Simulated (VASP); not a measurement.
# Co (P6_3/mmc) in VASP: a series of runs, part 2 of 2

VASP 6.6.1. The steps go on from the part before.

## (3) Single point, LDA, collinear spin, ferromagnetic start

This run uses another cell than the first one: it holds 6 atoms, not 2.

File INCAR:

```
SYSTEM = Co
PREC = Accurate
ENCUT = 520
EDIFF = 1E-7
ISMEAR = 0
SIGMA = 0.15
LREAL = .FALSE.
LASPH = .TRUE.
NELM = 150
ALGO = Normal
ISIF = 2
LWAVE = .FALSE.
LCHARG = .FALSE.
ISPIN = 2
MAGMOM = 1.72 1.72 1.72 1.72 1.72 1.72
LORBIT = 11
LMAXMIX = 4
GGA = CA
NBANDS = 40
```

File KPOINTS:

```
Automatic mesh
0
G
  20 20 4
  0 0 0
```

File POSCAR:

```
Co
1.0
   -2.4287103965      0.0000000000      0.0000000000
   -1.2143551982     -2.1033249018      0.0000000000
    0.0000000000      0.0000000000     11.7529910346
Co
6
Direct
    0.3333333333      0.3333333333      0.0833333333
    0.3333333333      0.3333333333      0.4166666667
    0.3333333333      0.3333333333      0.7500000000
    0.6666666667      0.6666666667      0.2500000000
    0.6666666667      0.6666666667      0.5833333333
    0.6666666667      0.6666666667      0.9166666667
```

Potentials or basis: VASP PAW LDA potentials, release 64 (Co).

Run with:

```console
cat potpaw_LDA.64/Co/POTCAR > POTCAR
mpirun -np 1 vasp_std > vasp.out
```

OUTCAR:

```text
SYSTEM = Co
   PREC = Accurate
   ENCUT = 520
   EDIFF = 1E-7
   ISMEAR = 0
   LREAL = .FALSE.
   LASPH = .TRUE.
   NELM = 150
   ISIF = 2
   ISPIN = 2
   LORBIT = 11
   GGA = CA

 ion  position               nearest neighbor table
   1  0.333  0.333  0.083-   6 2.41   6 2.41   6 2.41   4 2.41   4 2.41   4 2.41
   2  0.333  0.333  0.417-   5 2.41   5 2.41   5 2.41   4 2.41   4 2.41   4 2.41
   3  0.333  0.333  0.750-   5 2.41   6 2.41   5 2.41   6 2.41   5 2.41   6 2.41
   4  0.667  0.667  0.250-   1 2.41   2 2.41   1 2.41   2 2.41   1 2.41   2 2.41
   5  0.667  0.667  0.583-   2 2.41   2 2.41   2 2.41   3 2.41   3 2.41   3 2.41
   6  0.667  0.667  0.917-   1 2.41   1 2.41   1 2.41   3 2.41   3 2.41   3 2.41
[... 7 lines left out ...]
 A1 = (   1.2143551982,   2.1033249018,   0.0000000000)
 A2 = (  -2.4287103965,   0.0000000000,   0.0000000000)
 A3 = (   0.0000000000,   0.0000000000,  11.7529910346)

Analysis of symmetry for initial positions (statically):
=====================================================================
 Subroutine PRICEL returns following result:

  LATTYP: Found a hexagonal cell.
 ALAT       =     2.4287103965
 C/A-ratio  =     1.6130633297
[... 12 lines left out ...]
 Subroutine GETGRP returns: Found 24 space group operations
 (whereof 12 operations were pure point group operations)
 out of a pool of 24 trial point group operations.

The static configuration has the point symmetry D_3d.
 The point group associated with its full space group is D_6h.

Analysis of symmetry for dynamics (positions and initial velocities):
=====================================================================
 Subroutine PRICEL returns following result:

  LATTYP: Found a hexagonal cell.
 ALAT       =     2.4287103965
 C/A-ratio  =     1.6130633297
[... 12 lines left out ...]
 Subroutine GETGRP returns: Found 24 space group operations
 (whereof 12 operations were pure point group operations)
 out of a pool of 24 trial point group operations.

The dynamic configuration has the point symmetry D_3d.
 The point group associated with its full space group is D_6h.

Analysis of structural, dynamic, and magnetic symmetry:
=====================================================================
 Subroutine PRICEL returns following result:

  LATTYP: Found a hexagonal cell.
[... 1186 lines left out ...]
 [... further k-points ...]

 spin component 2

 k-point     1 :       0.0000    0.0000    0.0000
  band No.  band energies     occupation
      1       1.9121      1.00000
      2       3.0720      1.00000
      3       3.0720      1.00000
      4       5.6508      1.00000
      5       5.6508      1.00000
      6       6.5245      1.00000
[... 997 lines left out ...]
     38      23.3142      0.00000
     39      24.1162      0.00000

 [... further k-points ...]

 [bands above 39 left out]

------------------------ aborting loop because EDIFF is reached ----------------------------------------

  FORCE on cell =-STRESS in cart. coord.  units (eV):
  Direction    XX          YY          ZZ          XY          YZ          ZX
  --------------------------------------------------------------------------------------
  -------------------------------------------------------------------------------------
  Total       -0.3586802     -0.3586802     -0.4562599      0.0000000      0.0000000      0.0000000
  in kB       -9.5716660     -9.5716660    -12.1756555      0.0000000      0.0000000      0.0000000
  external PRESSURE =     -10.4396625 kB  Pullay stress =       0.0000000 kB

 VOLUME and BASIS-vectors are now :
 -----------------------------------------------------------------------------
  energy-cutoff  :      520.00
  volume of cell :       60.04
      direct lattice vectors                 reciprocal lattice vectors
    -2.428710397  0.000000000  0.000000000    -0.411741145  0.237718861  0.000000000
    -1.214355198 -2.103324902  0.000000000     0.000000000 -0.475437722  0.000000000
     0.000000000  0.000000000 11.752991035     0.000000000  0.000000000  0.085084724

 POSITION                                       TOTAL-FORCE (eV/Angst)
 -----------------------------------------------------------------------------------
     -1.21436     -0.70111      0.97942        -0.000000     -0.000000      0.000000
     -1.21436     -0.70111      4.89708        -0.000000     -0.000000     -0.000000
     -1.21436     -0.70111      8.81474         0.000000     -0.000000      0.000000
     -2.42871     -1.40222      2.93825        -0.000000     -0.000000     -0.000000
     -2.42871     -1.40222      6.85591         0.000000      0.000000     -0.000000
     -2.42871     -1.40222     10.77358         0.000000      0.000000     -0.000000
 -----------------------------------------------------------------------------------
    total drift:                               -0.000000      0.000000      0.000000

  FREE ENERGIE OF THE ION-ELECTRON SYSTEM (eV)
  ---------------------------------------------------
  free  energy   TOTEN  =       -48.7823422503 eV

  energy  without entropy=      -48.7212762354  energy(sigma->0) =      -48.75180924

 total charge

# of ion       s       p       d       tot
------------------------------------------
    1        0.523   0.589   7.339   8.451
    2        0.523   0.589   7.339   8.451
    3        0.523   0.589   7.339   8.451
    4        0.523   0.589   7.339   8.451
    5        0.523   0.589   7.339   8.451
    6        0.523   0.589   7.339   8.451
--------------------------------------------------
tot          3.140   3.536  44.032  50.708

 magnetization (x)

# of ion       s       p       d       tot
------------------------------------------
    1       -0.013  -0.038   1.530   1.479
    2       -0.013  -0.038   1.530   1.479
    3       -0.013  -0.038   1.530   1.479
    4       -0.013  -0.038   1.530   1.479
    5       -0.013  -0.038   1.530   1.479
    6       -0.013  -0.038   1.530   1.479
--------------------------------------------------
tot         -0.079  -0.230   9.181   8.871
```

OSZICAR:

```text
N       E                     dE             d eps       ncg     rms          rms(c)
DAV:   1     0.399415949472E+03    0.39942E+03   -0.22879E+04 21128   0.189E+03
DAV:   2    -0.243872273605E+02   -0.42380E+03   -0.39893E+03 21128   0.364E+02
DAV:   3    -0.554127209809E+02   -0.31025E+02   -0.28413E+02 22480   0.137E+02
DAV:   4    -0.558935799855E+02   -0.48086E+00   -0.48012E+00 24344   0.187E+01
DAV:   5    -0.559128199669E+02   -0.19240E-01   -0.19239E-01 32384   0.256E+00    0.287E+01
DAV:   6    -0.497889561981E+02    0.61239E+01   -0.49465E+01 22872   0.862E+01    0.129E+01
DAV:   7    -0.489179792690E+02    0.87098E+00   -0.71333E+00 23648   0.330E+01    0.734E+00
DAV:   8    -0.488399069112E+02    0.78072E-01   -0.10933E-01 28088   0.246E+00    0.330E+00
DAV:   9    -0.487832757133E+02    0.56631E-01   -0.34670E-02 28144   0.193E+00    0.959E-01
DAV:  10    -0.487821731649E+02    0.11025E-02   -0.11021E-02 24688   0.105E+00    0.460E-01
DAV:  11    -0.487823139640E+02   -0.14080E-03   -0.86971E-04 25024   0.289E-01    0.100E-01
DAV:  12    -0.487823546125E+02   -0.40649E-04   -0.52251E-05 30152   0.538E-02    0.517E-02
DAV:  13    -0.487823417849E+02    0.12828E-04   -0.83671E-06 28064   0.286E-02    0.128E-02
DAV:  14    -0.487823422045E+02   -0.41960E-06   -0.10856E-06 22672   0.916E-03    0.729E-03
DAV:  15    -0.487823422503E+02   -0.45757E-07   -0.47042E-08 13112   0.219E-03
   1 F= -.48782342E+02 E0= -.48751809E+02  d E =-.610660E-01  mag=     8.9130
```

Run time: 15 min. Hardware: 1 thread of Intel Xeon 8259CL, shared host; peak memory 0.47 GiB.

What came out:

```
Free energy                                           : -48.7823 eV
Pressure                                              : -1.0 GPa
Net moment                                            : 8.91 μB per cell
Site moments                                          : Co +1.48 μB
Valence electrons inside the program's atomic spheres : Co 8.45
```
